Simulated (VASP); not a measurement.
# NaCl (I4/mmm) in VASP: single point with PBEsol

Aim: the single point of NaCl with PBEsol.

All numbers are computed with VASP 6.6.1; they aren't measurements. Logs are shortened: lines on timing, memory, paths and dates and some standing lists are left out, and cuts for length are marked.

**1. The cell of the first run**

It takes space group I4/mmm (No. 139, tetragonal). The conventional cell has a = 3.940 Å, b = 3.940 Å, c = 5.851 Å, α = 90.00°, β = 90.00°, γ = 90.00°. Within 3.7 Å of Na (site symmetry 4/mmm) lie 6 Cl at 2.79 to 2.93 Å. Within 3.7 Å of Cl (site symmetry 4/mmm) lie 6 Na at 2.79 to 2.93 Å.

**2. Single point, PBEsol**

INCAR

```
PREC = Accurate ; ENCUT = 520
EDIFF = 1E-6 ; ISMEAR = 0
SIGMA = 0.05 ; LREAL = F
LASPH = T ; NELM = 60
ALGO = Normal ; ISIF = 2
LWAVE = F ; LCHARG = F
GGA = PS ; NBANDS = 14
```

KPOINTS

```
regular mesh
0
Gamma
  8 8 8
```

POSCAR

```
NaCl
1.0
    0.0000000000      2.7860686247      2.9253720560
    2.7860686247      0.0000000000      2.9253720560
    2.7860686247      2.7860686247      0.0000000000
Na Cl
1 1
Direct
    0.0000000000      0.0000000000      0.0000000000
    0.5000000000      0.5000000000      0.5000000000
```

Potentials or basis: VASP PAW PBE potentials, release 64 (Na_pv, Cl).

On the command line:

```
cat potpaw_PBE.64/Na_pv/POTCAR potpaw_PBE.64/Cl/POTCAR > POTCAR
mpirun -np 1 vasp_std > vasp.out
```

OUTCAR:

```text
PREC = Accurate
   ENCUT = 520
   EDIFF = 1E-6
   ISMEAR = 0
   LREAL = F
   LASPH = T
   NELM = 60
   ISIF = 2
   GGA = PS

 ion  position               nearest neighbor table
   1  0.000  0.000  0.000-
   2  0.500  0.500  0.500-

  LATTYP: Found a body centered tetragonal cell.
 ALAT       =     3.9400960348
 C/A-ratio  =     1.4849242405

  Lattice vectors:

 A1 = (  -2.7860686247,   0.0000000000,   2.9253720560)
 A2 = (   2.7860686247,   0.0000000000,   2.9253720560)
 A3 = (   0.0000000000,   2.7860686247,  -2.9253720560)

Analysis of symmetry for initial positions (statically):
=====================================================================
 Subroutine PRICEL returns:
 Original cell was already a primitive cell.

 Routine SETGRP: Setting up the symmetry group for a
 body centered tetragonal supercell.

 Subroutine GETGRP returns: Found 16 space group operations
 (whereof 16 operations were pure point group operations)
 out of a pool of 16 trial point group operations.

The static configuration has the point symmetry D_4h.

Analysis of symmetry for dynamics (positions and initial velocities):
=====================================================================
 Subroutine PRICEL returns:
 Original cell was already a primitive cell.

 Routine SETGRP: Setting up the symmetry group for a
 body centered tetragonal supercell.

 Subroutine GETGRP returns: Found 16 space group operations
 (whereof 16 operations were pure point group operations)
 out of a pool of 16 trial point group operations.

The dynamic configuration has the point symmetry D_4h.

 Subroutine INISYM returns: Found 16 space group operations
 (whereof 16 operations are pure point group operations),
 and found     1 'primitive' translations

----------------------------------------------------------------------------------------

                                     Primitive cell

  volume of cell :      45.4145

  direct lattice vectors                    reciprocal lattice vectors
     0.000000000  2.786068625  2.925372056    -0.179464352  0.179464352  0.170918430
     2.786068625  0.000000000  2.925372056     0.179464352 -0.179464352  0.170918430
     2.786068625  2.786068625  0.000000000     0.179464352  0.179464352 -0.170918430

  length of vectors
     4.039799506  4.039799506  3.940096035     0.305986956  0.305986956  0.305986956

  position of ions in fractional coordinates (direct lattice)
     0.000000000  0.000000000  0.000000000
     0.500000000  0.500000000  0.500000000

  ion indices of the primitive-cell ions
   primitive index   ion index
                 1           1
                 2           2

----------------------------------------------------------------------------------------

 KPOINTS: regular mesh

Automatic generation of k-mesh.
 Grid dimensions read from file:
 generate k-points for:    8    8    8

 Generating k-lattice:

  Cartesian coordinates                     Fractional coordinates (reciprocal lattice)
    -0.022433044  0.022433044  0.021364804     0.125000000  0.000000000  0.000000000
     0.022433044 -0.022433044  0.021364804     0.000000000  0.125000000  0.000000000
     0.022433044  0.022433044 -0.021364804     0.000000000  0.000000000  0.125000000

  Length of vectors
     0.038248369  0.038248369  0.038248369

  Shift w.r.t. Gamma in fractional coordinates (k-lattice)
     0.000000000  0.000000000  0.000000000

 Subroutine IBZKPT returns following result:
 ===========================================

 Found     59 irreducible k-points:

 Following reciprocal coordinates:
            Coordinates               Weight
  0.000000  0.000000  0.000000      1.000000
  0.125000  0.000000  0.000000      8.000000
  0.250000  0.000000  0.000000      8.000000
  0.375000  0.000000  0.000000      8.000000
  0.500000  0.000000  0.000000      4.000000
  0.125000  0.125000  0.000000      2.000000
[... 16 lines left out ...]
  0.250000  0.000000  0.125000     16.000000
  0.375000  0.000000  0.125000     16.000000
 [... further k-points ...]
   k-points           NKPTS =     59   k-points in BZ     NKDIM =     59   number of bands    NBANDS=     14
   number of dos      NEDOS =    301   number of ions     NIONS =      2
   total plane-waves  NPLWV =  27000
   dimension x,y,z NGX =    30 NGY =   30 NGZ =   30
   dimension x,y,z NGXF=    60 NGYF=   60 NGZF=   60
   ions per type =               1   1
   NGX,Y,Z   is equivalent  to a cutoff of  12.35, 12.35, 12.66 a.u.
   NGXF,Y,Z  is equivalent  to a cutoff of  24.69, 24.69, 25.32 a.u.
 SYSTEM =  unknown system
   PREC   = accura    normal or accurate (medium, high low for compatibility)
   ISTART =      0    job   : 0-new  1-cont  2-samecut
   ICHARG =      2    charge: 1-file 2-atom 10-const
   ISPIN  =      1    spin polarized calculation?
   LNONCOLLINEAR =      F non collinear calculations
   LSORBIT =      F    spin-orbit coupling
   LASPH  =      T    aspherical Exc in radial PAW
   ENCUT  =  520.0 eV  38.22 Ry    6.18 a.u.   7.51  7.51  7.33*2*pi/ulx,y,z
   NELM   =     60;   NELMIN=  2; NELMDL= -5     # of ELM steps
   EDIFF  = 0.1E-05   stopping-criterion for ELM
   LREAL  =      F    real-space projection
   EDIFFG = 0.1E-04   stopping-criterion for IOM
   NSW    =      0    number of steps for IOM
   IBRION =     -1    ionic relax: 0-MD 1-quasi-New 2-CG
   NFREE  =      0    steps in history (QN), initial steepest desc. (CG)
   ISIF   =      2    stress and relaxation
   ISYM   =      2    0-nonsym 1-usesym 2-fastsym
   POTIM  = 0.5000    time-step for ionic-motion
   TEBEG  =    0.0;   TEEND  =   0.0 temperature during run
   PSTRESS=    0.0 pullay stress
   NELECT =      14.0000    total number of electrons
   NUPDOWN=      -1.0000    fix difference up-down
   EMIN   =  10.00;   EMAX   =-10.00  energy-range for DOS
   EFERMI =   0.00;   METHOD = LEGACY
   ISMEAR =     0;   SIGMA  =   0.05  broadening in eV -4-tet -1-fermi 0-gaus
   EFERMI_NEDOS =   21; number of points for ismear=-14 and -15
   IALGO  =     38    algorithm
   IMIX   =      4    mixing-type and parameters
     AMIX     =   0.40;   BMIX     =  1.00
     AMIX_MAG =   1.60;   BMIX_MAG =  1.00
  volume/ion in A,a.u.               =      22.71       153.24
  Fermi-wavevector in a.u.,A,eV,Ry     =   1.105909  2.089864 16.640388  1.223034
  Thomas-Fermi vector in A             =   2.242402
   LORBIT       =      0    0 simple, 1 ext, 2 COOP (PROOUT), +10 PAW based schemes
   GGA     = PS    functional components
   LHFCALC =     F    Hartree Fock is set to
   AEXX    =    0.0000 exact exchange contribution
   IVDW    =     0    specifies the selected vdW correction
   LEPSILON=     F    determine dielectric tensor
   LRPA    =     F    only Hartree local field effects (RPA)
 non-spin polarized calculation
 Gauss-broadening in eV      SIGMA  =   0.05
  energy-cutoff  :      520.00
  volume of cell :       45.41
 maximum number of plane-waves:      1251
   NGX = 15   NGY = 15   NGZ = 15

 number of electron      13.9999995 magnetization

 Free energy of the ion-electron system (eV)
  ---------------------------------------------------
  ext. energy  EPLUGINS =         0.00000000
  ---------------------------------------------------
  free energy    TOTEN  =        -6.98742245 eV

  energy without entropy =       -6.98742245  energy(sigma->0) =       -6.98742245

 E-fermi :  -0.5516     XC(G=0):  -8.2751

 val. band max:       -0.8371396398   @ k =   0.0000   0.0000   0.0000
 cond. band min:       4.0316562831   @ k =   0.0000   0.0000   0.0000
 fundamental gap:      4.8687959229
 Fermi energy:        -0.5515830512

 k-point     1 :       0.0000    0.0000    0.0000
  band No.  band energies     occupation
      1     -21.5315      2.00000
      2     -21.5247      2.00000
      3     -21.5247      2.00000
      4     -13.4755      2.00000
      5      -0.8693      2.00000
      6      -0.8693      2.00000
      7      -0.8371      2.00000
      8       4.0317      0.00000
      9       9.8941      0.00000
     10      10.2642      0.00000
     11      10.2642      0.00000
     12      12.0253      0.00000
     13      12.6320      0.00000
     14      13.7071      0.00000

 k-point     2 :       0.1250    0.0000    0.0000
  band No.  band energies     occupation
      1     -21.5334      2.00000
      2     -21.5276      2.00000
      3     -21.5248      2.00000
      4     -13.4288      2.00000
      5      -1.2342      2.00000
      6      -0.9032      2.00000
      7      -0.8936      2.00000
      8       4.5301      0.00000
      9       9.5528      0.00000
     10      10.1991      0.00000
     11      10.4668      0.00000
     12      11.8027      0.00000
     13      12.3086      0.00000
     14      14.6335      0.00000

 k-point     3 :       0.2500    0.0000    0.0000
  band No.  band energies     occupation
      1     -21.5419      2.00000
      2     -21.5306      2.00000
      3     -21.5252      2.00000
      4     -13.3127      2.00000
      5      -1.9659      2.00000
      6      -1.0045      2.00000
      7      -0.9828      2.00000
      8       5.5048      0.00000
      9       8.9695      0.00000
     10      10.1937      0.00000
     11      10.6324      0.00000
     12      12.1571      0.00000
     13      12.3584      0.00000
     14      14.5425      0.00000
[... 324 lines left out ...]
 k-point    23 :       0.2500    0.0000    0.1250
  band No.  band energies     occupation
      1     -21.5384      2.00000
      2     -21.5322      2.00000
      3     -21.5268      2.00000
      4     -13.3187      2.00000
      5      -1.8099      2.00000
      6      -1.0809      2.00000
      7      -1.0354      2.00000
      8       5.5438      0.00000
      9       8.7033      0.00000
     10      10.3609      0.00000
     11      10.6829      0.00000
     12      11.3820      0.00000
     13      12.7414      0.00000
     14      15.6565      0.00000

 k-point    24 :       0.3750    0.0000    0.1250
  band No.  band energies     occupation
      1     -21.5481      2.00000
      2     -21.5333      2.00000
      3     -21.5272      2.00000
      4     -13.2026      2.00000
      5      -2.3811      2.00000
      6      -1.1785      2.00000
      7      -1.1615      2.00000
      8       6.3331      0.00000
      9       8.6684      0.00000
     10       9.7675      0.00000
     11      10.4678      0.00000
     12      12.5188      0.00000
     13      13.9500      0.00000
     14      15.2468      0.00000

 [... further k-points ...]
[... 5 lines left out ...]
  --------------------------------------------------------------------------------------
  -------------------------------------------------------------------------------------
  Total       -0.0244875     -0.0244875     -0.4871397      0.0000000      0.0000000      0.0000000
  in kB       -0.8638945     -0.8638945    -17.1857847      0.0000000      0.0000000      0.0000000
  external PRESSURE =      -6.3045246 kB  Pullay stress =       0.0000000 kB

 VOLUME and BASIS-vectors are now :
 -----------------------------------------------------------------------------
  energy-cutoff  :      520.00
  volume of cell :       45.41
      direct lattice vectors                 reciprocal lattice vectors
     0.000000000  2.786068625  2.925372056    -0.179464352  0.179464352  0.170918430
     2.786068625  0.000000000  2.925372056     0.179464352 -0.179464352  0.170918430
     2.786068625  2.786068625  0.000000000     0.179464352  0.179464352 -0.170918430

 POSITION                                       TOTAL-FORCE (eV/Angst)
 -----------------------------------------------------------------------------------
      0.00000      0.00000      0.00000        -0.000000     -0.000000     -0.000000
      2.78607      2.78607      2.92537         0.000000      0.000000      0.000000
 -----------------------------------------------------------------------------------
    total drift:                               -0.000000      0.000000      0.000000

  FREE ENERGIE OF THE ION-ELECTRON SYSTEM (eV)
  ---------------------------------------------------
  free  energy   TOTEN  =        -6.9874224496 eV

  energy  without entropy=       -6.9874224496  energy(sigma->0) =       -6.98742245
```

It took 22 s on 1 thread of AMD EPYC 7R13, shared host; peak memory 0.15 GiB.

What came out:

| Property | Result |
| --- | --- |
| Free energy | -6.9874 eV |
| Pressure | -0.6 GPa |
| Band gap on the k mesh | 4.87 eV |

Levels at points of the mesh, in eV from the valence-band top:
| k point | band 3 | band 4 | band 5 | band 6 | band 7 | band 8 | band 9 | band 10 | band 11 | band 12 |
| --- | --- | --- | --- | --- | --- | --- | --- | --- | --- | --- |
| (0.00, 0.00, 0.00) | -20.69 | -12.64 | -0.03 | -0.03 | 0.00 | 4.87 | 10.73 | 11.10 | 11.10 | 12.86 |
| (0.50, 0.00, 0.00) | -20.69 | -12.30 | -1.96 | -0.31 | -0.25 | 7.03 | 10.38 | 10.60 | 11.07 | 14.74 |
| (0.50, 0.50, 0.00) | -20.69 | -12.29 | -1.70 | -0.55 | -0.55 | 7.40 | 8.01 | 10.72 | 14.72 | 14.72 |
| (0.50, 0.00, 0.50) | -20.70 | -12.24 | -1.68 | -0.73 | -0.57 | 7.39 | 7.83 | 11.17 | 14.07 | 14.72 |

Caveat: the PAW data sets were made with another functional, which shifts forces and pressure a little. A k mesh can miss the band edges.
